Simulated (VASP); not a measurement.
Cu:

```
Cu
1.0
     0.00000    1.82500    1.82500
     1.82500    0.00000    1.82500
     1.82500    1.82500    0.00000
Cu
1
Direct
  0.00000 0.00000 0.00000
```

- Program: VASP 6.6.1
- Task: relaxation of cell and atoms
- Functional: LDA
- Potentials or basis: VASP PAW LDA potentials, release 64 (Cu_sv_GW)
- Cutoff: 700 eV
- k mesh: 10 × 10 × 10
- Occupations: gaussian, width 0.1 eV
- Spin: no spin polarisation

At the start: pressure -19.8 GPa; volume 12.16 Å³/atom.

How do energy, volume and symmetry change on relaxing?

Over 3 steps the energy falls by 100.2 meV/atom and the volume is 10.75 Å³/atom (-11.6 %); space group Fm-3m (No. 225, to 0.05 Å).

Step by step:
| step | energy change (eV) | largest force (eV/Å) | pressure (GPa) | volume (Å³) |
| --- | --- | --- | --- | --- |
| 1 | 0.0000 | 0.0000 | -19.83 | 12.16 |
| 2 | -0.0178 | 0.0000 | 28.09 | 9.70 |
| 3 | -0.1002 | 0.0000 | -0.38 | 10.75 |

Final structure:
```yaml
crystal:
  lattice:
    - [0.00000, 1.75180, 1.75180]
    - [1.75180, 0.00000, 1.75180]
    - [1.75180, 1.75180, 0.00000]
  atoms:
    - { symbol: Cu, position: [0.00000, 0.00000, 0.00000] }
```

Caveat: the volume moved by -12 % from the deposited cell, more than functionals usually miss.
